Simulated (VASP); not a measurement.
# Zr3S2 (C2/m) in VASP: single point with PBE

Aim: the single point of Zr3S2 with PBE.

All numbers are computed with VASP 6.6.1; they aren't measurements. Logs are shortened: lines on timing, memory, paths and dates and some standing lists are left out, and cuts for length are marked.

## (1) The cell of the first run

The structure is monoclinic, space group C2/m (No. 12). Conventional cell: a = 9.658 Å, b = 3.294 Å, c = 6.745 Å, α = 90.00°, β = 117.72°, γ = 90.00°. Zr (site symmetry m) has 5 S at 2.69 to 2.74 Å and 6 Zr at 3.18 to 3.29 Å within 3.5 Å. Within 3.4 Å of Zr (site symmetry 2/m) lie 4 S at 2.60 Å and 8 Zr at 3.26 to 3.29 Å. Within 3.4 Å of S (site symmetry m) lie 7 Zr at 2.60 to 2.74 Å and 3 S at 2.91 to 3.29 Å.

## (2) Single point, PBE, collinear spin, ferromagnetic start

Input file INCAR:

```
  PREC = Accurate
  ENCUT = 520
  EDIFF = 1E-6
  ISMEAR = 0
  SIGMA = 0.1
  LREAL = False
  LASPH = True
  NELM = 150
  ALGO = Normal
  ISIF = 2
  LWAVE = False
  LCHARG = True
  ISPIN = 2
  MAGMOM = 1 1 1 0 0
  LORBIT = 11
  LMAXMIX = 4
  GGA = PE
  LELF = True
  LVHAR = True
  NBANDS = 36
```

Input file KPOINTS:

```
regular mesh
0
Gamma
  6 6 4
```

Input file POSCAR:

```
Zr3S2
1.0
    4.8291096012     -1.6468399296      0.0000000000
    4.8291096012      1.6468399296      0.0000000000
   -3.1371758171      0.0000000000      5.9709666598
Zr S
3 2
Direct
    0.3228105327      0.3228105327      0.8100275648
    0.6771894673      0.6771894673      0.1899724352
    0.5000000000      0.5000000000      0.5000000000
    0.0475096548      0.0475096548      0.8243320115
    0.9524903452      0.9524903452      0.1756679885
```

Potentials or basis: VASP PAW PBE potentials, release 64 (Zr_sv, S).

Run with:

```
$ cat potpaw_PBE.64/Zr_sv/POTCAR potpaw_PBE.64/S/POTCAR > POTCAR
$ mpirun -np 1 vasp_std > vasp.out
```

OUTCAR:

```text
PREC = Accurate
   ENCUT = 520
   EDIFF = 1E-6
   ISMEAR = 0
   LREAL = False
   LASPH = True
   NELM = 150
   ISIF = 2
   ISPIN = 2
   LORBIT = 11
   GGA = PE

 ion  position               nearest neighbor table
   1  0.323  0.323  0.810-   4 2.69   4 2.69   4 2.71   5 2.74   5 2.74   2 3.18   3 3.26   3 3.28
                             3 3.28   2 3.82   2 3.82
   2  0.677  0.677  0.190-   5 2.69   5 2.69   5 2.71   4 2.74   4 2.74   1 3.18   3 3.26   3 3.28
                             3 3.28   1 3.82   1 3.82
   3  0.500  0.500  0.500-   4 2.60   4 2.60   5 2.60   5 2.60   1 3.26   2 3.26   2 3.28   1 3.28
                             2 3.28   1 3.28
   4  0.048  0.048  0.824-   3 2.60   3 2.60   1 2.69   1 2.69   1 2.71   2 2.74   2 2.74
   5  0.952  0.952  0.176-   3 2.60   3 2.60   2 2.69   2 2.69   2 2.71   1 2.74   1 2.74

  LATTYP: Found a base centered monoclinic cell.
 ALAT       =     9.6582192024
 B/A-ratio  =     0.3410235148
 C/A-ratio  =     0.6983634585
 COS(beta)  =    -0.4651149442

  Lattice vectors:

 A1 = (   4.8291096012,  -1.6468399296,   0.0000000000)
 A2 = (   4.8291096012,   1.6468399296,   0.0000000000)
 A3 = (  -3.1371758171,   0.0000000000,   5.9709666598)

Analysis of symmetry for initial positions (statically):
=====================================================================
 Subroutine PRICEL returns:
 Original cell was already a primitive cell.

 Routine SETGRP: Setting up the symmetry group for a
 base centered monoclinic supercell.

 Subroutine GETGRP returns: Found  4 space group operations
 (whereof  4 operations were pure point group operations)
 out of a pool of  4 trial point group operations.

The static configuration has the point symmetry C_2h.

Analysis of symmetry for dynamics (positions and initial velocities):
=====================================================================
 Subroutine PRICEL returns:
 Original cell was already a primitive cell.

 Routine SETGRP: Setting up the symmetry group for a
 base centered monoclinic supercell.

 Subroutine GETGRP returns: Found  4 space group operations
 (whereof  4 operations were pure point group operations)
 out of a pool of  4 trial point group operations.

The dynamic configuration has the point symmetry C_2h.

Analysis of structural, dynamic, and magnetic symmetry:
=====================================================================
 Subroutine PRICEL returns:
 Original cell was already a primitive cell.

 Routine SETGRP: Setting up the symmetry group for a
 base centered monoclinic supercell.

 Subroutine GETGRP returns: Found  4 space group operations
 (whereof  4 operations were pure point group operations)
 out of a pool of  4 trial point group operations.

The overall configuration has the point symmetry C_2h.

 Subroutine INISYM returns: Found  4 space group operations
 (whereof  4 operations are pure point group operations),
 and found     1 'primitive' translations

----------------------------------------------------------------------------------------

                                     Primitive cell

  volume of cell :      94.9715

  direct lattice vectors                    reciprocal lattice vectors
     4.829109601 -1.646839930  0.000000000     0.103538756 -0.303611779  0.054399781
     4.829109601  1.646839930  0.000000000     0.103538756  0.303611779  0.054399781
    -3.137175817  0.000000000  5.970966660     0.000000000  0.000000000  0.167477070

  length of vectors
     5.102193773  5.102193773  6.744947365     0.325360911  0.325360911  0.167477070

  position of ions in fractional coordinates (direct lattice)
     0.322810533  0.322810533  0.810027565
     0.677189467  0.677189467  0.189972435
     0.500000000  0.500000000  0.500000000
     0.047509655  0.047509655  0.824332011
     0.952490345  0.952490345  0.175667989

  ion indices of the primitive-cell ions
   primitive index   ion index
                 1           1
                 2           2
                 3           3
                 4           4
                 5           5

----------------------------------------------------------------------------------------

 KPOINTS: regular mesh

Automatic generation of k-mesh.
 Grid dimensions read from file:
 generate k-points for:    6    6    4

 Generating k-lattice:

  Cartesian coordinates                     Fractional coordinates (reciprocal lattice)
     0.017256459 -0.050601963  0.009066630     0.166666667  0.000000000 -0.000000000
     0.017256459  0.050601963  0.009066630     0.000000000  0.166666667 -0.000000000
     0.000000000  0.000000000  0.041869267     0.000000000  0.000000000  0.250000000

  Length of vectors
     0.054226818  0.054226818  0.041869267

  Shift w.r.t. Gamma in fractional coordinates (k-lattice)
     0.000000000  0.000000000  0.000000000

 Subroutine IBZKPT returns following result:
 ===========================================

 Found     47 irreducible k-points:

 Following reciprocal coordinates:
            Coordinates               Weight
  0.000000  0.000000  0.000000      1.000000
  0.166667  0.000000 -0.000000      4.000000
  0.333333  0.000000 -0.000000      4.000000
  0.500000  0.000000 -0.000000      2.000000
  0.166667  0.166667 -0.000000      2.000000
  0.333333  0.166667  0.000000      4.000000
[... 16 lines left out ...]
 -0.333333  0.166667  0.250000      4.000000
 -0.166667  0.166667  0.250000      4.000000
 [... further k-points ...]
   k-points           NKPTS =     47   k-points in BZ     NKDIM =     47   number of bands    NBANDS=     36
   number of dos      NEDOS =    301   number of ions     NIONS =      5
   total plane-waves  NPLWV =  80000
   dimension x,y,z NGX =    40 NGY =   40 NGZ =   50
   dimension x,y,z NGXF=    80 NGYF=   80 NGZF=  100
   ions per type =               3   2
   NGX,Y,Z   is equivalent  to a cutoff of  13.03, 13.03, 12.32 a.u.
   NGXF,Y,Z  is equivalent  to a cutoff of  26.07, 26.07, 24.65 a.u.
 SYSTEM =  unknown system
   PREC   = accura    normal or accurate (medium, high low for compatibility)
   ISTART =      0    job   : 0-new  1-cont  2-samecut
   ICHARG =      2    charge: 1-file 2-atom 10-const
   ISPIN  =      2    spin polarized calculation?
   LNONCOLLINEAR =      F non collinear calculations
   LSORBIT =      F    spin-orbit coupling
   LASPH  =      T    aspherical Exc in radial PAW
   ENCUT  =  520.0 eV  38.22 Ry    6.18 a.u.   9.49  9.49 12.54*2*pi/ulx,y,z
   NELM   =    150;   NELMIN=  2; NELMDL= -5     # of ELM steps
   EDIFF  = 0.1E-05   stopping-criterion for ELM
   LREAL  =      F    real-space projection
   EDIFFG = 0.1E-04   stopping-criterion for IOM
   NSW    =      0    number of steps for IOM
   IBRION =     -1    ionic relax: 0-MD 1-quasi-New 2-CG
   NFREE  =      0    steps in history (QN), initial steepest desc. (CG)
   ISIF   =      2    stress and relaxation
   ISYM   =      2    0-nonsym 1-usesym 2-fastsym
   POTIM  = 0.5000    time-step for ionic-motion
   TEBEG  =    0.0;   TEEND  =   0.0 temperature during run
   PSTRESS=    0.0 pullay stress
   NELECT =      48.0000    total number of electrons
   NUPDOWN=      -1.0000    fix difference up-down
   EMIN   =  10.00;   EMAX   =-10.00  energy-range for DOS
   EFERMI =   0.00;   METHOD = LEGACY
   ISMEAR =     0;   SIGMA  =   0.10  broadening in eV -4-tet -1-fermi 0-gaus
   EFERMI_NEDOS =   21; number of points for ismear=-14 and -15
   IALGO  =     38    algorithm
   IMIX   =      4    mixing-type and parameters
     AMIX     =   0.40;   BMIX     =  1.00
     AMIX_MAG =   1.60;   BMIX_MAG =  1.00
  volume/ion in A,a.u.               =      18.99       128.18
  Fermi-wavevector in a.u.,A,eV,Ry     =   1.304040  2.464278 23.136980  1.700520
  Thomas-Fermi vector in A             =   2.435002
   LORBIT       =     11    0 simple, 1 ext, 2 COOP (PROOUT), +10 PAW based schemes
   GGA     = PE    functional components
   LHFCALC =     F    Hartree Fock is set to
   AEXX    =    0.0000 exact exchange contribution
   IVDW    =     0    specifies the selected vdW correction
   LEPSILON=     F    determine dielectric tensor
   LRPA    =     F    only Hartree local field effects (RPA)
 spin polarized calculation
 Gauss-broadening in eV      SIGMA  =   0.10
  energy-cutoff  :      520.00
  volume of cell :       94.97
 maximum number of plane-waves:      2579
 NGX is ok and might be reduce to    40
   NGX = 19   NGY = 19   NGZ = 25

 number of electron      48.0000001 magnetization       0.0004030

 Free energy of the ion-electron system (eV)
  ---------------------------------------------------
  ext. energy  EPLUGINS =         0.00000000
  ---------------------------------------------------
  free energy    TOTEN  =       -39.11904415 eV

  energy without entropy =      -39.09888036  energy(sigma->0) =      -39.10896226

 E-fermi :   9.9597     XC(G=0): -11.2991

 val. band max:        9.9585512677   @ k =   0.5000   0.3333  -0.0000
 cond. band min:       9.9662845837   @ k =   0.5000   0.3333   0.5000
 fundamental gap:      0.0077333161
 Fermi energy:         9.9597284121

 spin component 1

 k-point     1 :       0.0000    0.0000    0.0000
  band No.  band energies     occupation
      1     -39.3402      1.00000
      2     -39.2992      1.00000
      3     -39.0376      1.00000
      4     -17.5958      1.00000
      5     -17.5101      1.00000
      6     -17.4717      1.00000
[... 28 lines left out ...]
     35      14.0293      0.00000
     36      14.0965      0.00000

 k-point     2 :       0.1667    0.0000   -0.0000
  band No.  band energies     occupation
      1     -39.3292      1.00000
      2     -39.2918      1.00000
      3     -39.0294      1.00000
      4     -17.6077      1.00000
      5     -17.5199      1.00000
      6     -17.4364      1.00000
[... 28 lines left out ...]
     35      14.2699      0.00000
     36      14.7181      0.00000
[... 817 lines left out ...]
     35      14.7191      0.00000
     36      15.3153      0.00000

 k-point    24 :      -0.1667    0.1667    0.2500
  band No.  band energies     occupation
      1     -39.3076      1.00000
      2     -39.2771      1.00000
      3     -39.0125      1.00000
      4     -17.5994      1.00000
      5     -17.5065      1.00000
      6     -17.4862      1.00000
[... 28 lines left out ...]
     35      14.4224      0.00000
     36      15.1694      0.00000

 [... further k-points ...]

 spin component 2

 k-point     1 :       0.0000    0.0000    0.0000
  band No.  band energies     occupation
      1     -39.3404      1.00000
      2     -39.2993      1.00000
      3     -39.0378      1.00000
      4     -17.5958      1.00000
      5     -17.5101      1.00000
      6     -17.4717      1.00000
[... 28 lines left out ...]
     35      14.0294      0.00000
     36      14.0963      0.00000

 k-point     2 :       0.1667    0.0000   -0.0000
  band No.  band energies     occupation
      1     -39.3294      1.00000
      2     -39.2920      1.00000
      3     -39.0296      1.00000
      4     -17.6077      1.00000
      5     -17.5199      1.00000
      6     -17.4364      1.00000
[... 28 lines left out ...]
     35      14.2699      0.00000
     36      14.7180      0.00000
[... 817 lines left out ...]
     35      14.7191      0.00000
     36      15.3153      0.00000

 k-point    24 :      -0.1667    0.1667    0.2500
  band No.  band energies     occupation
      1     -39.3077      1.00000
      2     -39.2772      1.00000
      3     -39.0126      1.00000
      4     -17.5994      1.00000
      5     -17.5065      1.00000
      6     -17.4862      1.00000
[... 28 lines left out ...]
     35      14.4224      0.00000
     36      15.1693      0.00000

 [... further k-points ...]
[... 5 lines left out ...]
  --------------------------------------------------------------------------------------
  -------------------------------------------------------------------------------------
  Total        0.1079988     -0.1545285     -0.0664378      0.0000000      0.0000000      0.0963080
  in kB        1.8219501     -2.6069102     -1.1208115      0.0000000      0.0000000      1.6247251
  external PRESSURE =      -0.6352572 kB  Pullay stress =       0.0000000 kB

 VOLUME and BASIS-vectors are now :
 -----------------------------------------------------------------------------
  energy-cutoff  :      520.00
  volume of cell :       94.97
      direct lattice vectors                 reciprocal lattice vectors
     4.829109601 -1.646839930  0.000000000     0.103538756 -0.303611779  0.054399781
     4.829109601  1.646839930  0.000000000     0.103538756  0.303611779  0.054399781
    -3.137175817  0.000000000  5.970966660     0.000000000  0.000000000  0.167477070

 POSITION                                       TOTAL-FORCE (eV/Angst)
 -----------------------------------------------------------------------------------
      0.57658      0.00000      4.83665        -0.059526      0.000000     -0.002122
      5.94447      0.00000      1.13432         0.059526      0.000000      0.002122
      3.26052      0.00000      2.98548        -0.000000     -0.000000     -0.000000
     -2.12722      0.00000      4.92206         0.001211      0.000000      0.021474
      8.64826      0.00000      1.04891        -0.001211      0.000000     -0.021474
 -----------------------------------------------------------------------------------
    total drift:                                0.000000      0.000000     -0.000000

  FREE ENERGIE OF THE ION-ELECTRON SYSTEM (eV)
  ---------------------------------------------------
  free  energy   TOTEN  =       -39.1190441533 eV

  energy  without entropy=      -39.0988803618  energy(sigma->0) =      -39.10896226

 total charge

# of ion       s       p       d       tot
------------------------------------------
    1        2.152   5.964   1.670   9.786
    2        2.152   5.964   1.670   9.786
    3        2.176   5.975   1.727   9.878
    4        1.318   2.432   0.000   3.750
    5        1.318   2.432   0.000   3.750
--------------------------------------------------
tot          9.116  22.768   5.066  36.950

 magnetization (x)

# of ion       s       p       d       tot
------------------------------------------
    1        0.000   0.000   0.000   0.000
    2        0.000   0.000   0.000   0.000
    3        0.000   0.000   0.000   0.000
    4       -0.000   0.000   0.000   0.000
    5       -0.000   0.000   0.000   0.000
--------------------------------------------------
tot          0.000   0.000   0.000   0.000
```

Run time: 7.3 min. Hardware: 1 thread of Intel Xeon Platinum 8259CL at 2.50GHz (Skylake/Cascade Lake), shared host; peak memory 0.46 GiB.

Results:

| Property | Result |
| --- | --- |
| Free energy | -39.1190 eV |
| Pressure | -0.1 GPa |
| Largest force | 0.060 eV/Å |
| Band gap on the k mesh | zero (filled and empty bands overlap) |
| Net moment | 0.00 μB per cell |
| Valence electrons inside the program's atomic spheres | Zr 9.79, 9.88; S 3.75 |

Forces in eV/Å, atoms in the order of the input:
```
Zr  -0.060  0.000 -0.002
Zr   0.060  0.000  0.002
Zr   0.000  0.000  0.000
S    0.001  0.000  0.021
S   -0.001  0.000 -0.021
```

Stress tensor (GPa, compression positive):
```
 0.18  0.00  0.16
 0.00 -0.26  0.00
 0.16  0.00 -0.11
```

Levels at points of the mesh, in eV from the Fermi level:
Spin up:
```
           k point  band 22  band 23  band 24  band 25  band 26  band 27
(0.00, 0.00, 0.00)    -2.15    -1.12    -1.02    -0.31     1.12     1.64
(0.50, 0.00, 0.00)    -1.34    -0.45    -0.42     1.00     1.58     1.74
(0.50, 0.50, 0.00)    -0.94    -0.56    -0.43    -0.41     0.98     1.14
(0.00, 0.00, 0.50)    -1.76    -1.57    -0.56    -0.47     0.78     2.01
(0.50, 0.00, 0.50)    -0.74    -0.58    -0.27    -0.02     0.80     1.68
(0.50, 0.50, 0.50)    -1.61    -1.00    -0.66     0.19     0.41     1.19
```
Spin down:
```tsv
k point	band 21	band 22	band 23	band 24	band 25	band 26	band 27	band 28
(0.00, 0.00, 0.00)	-2.77	-2.15	-1.12	-1.02	-0.31	1.12	1.64	2.21
(0.50, 0.00, 0.00)	-1.56	-1.34	-0.45	-0.42	1.00	1.58	1.74	1.81
(0.50, 0.50, 0.00)	-2.53	-0.94	-0.56	-0.43	-0.41	0.98	1.14	1.18
(0.00, 0.00, 0.50)	-2.11	-1.76	-1.57	-0.56	-0.47	0.78	2.01	2.20
(0.50, 0.00, 0.50)	-1.81	-0.74	-0.58	-0.27	-0.02	0.80	1.68	1.88
(0.50, 0.50, 0.50)	-1.76	-1.61	-1.00	-0.66	0.19	0.41	1.19	1.48
```
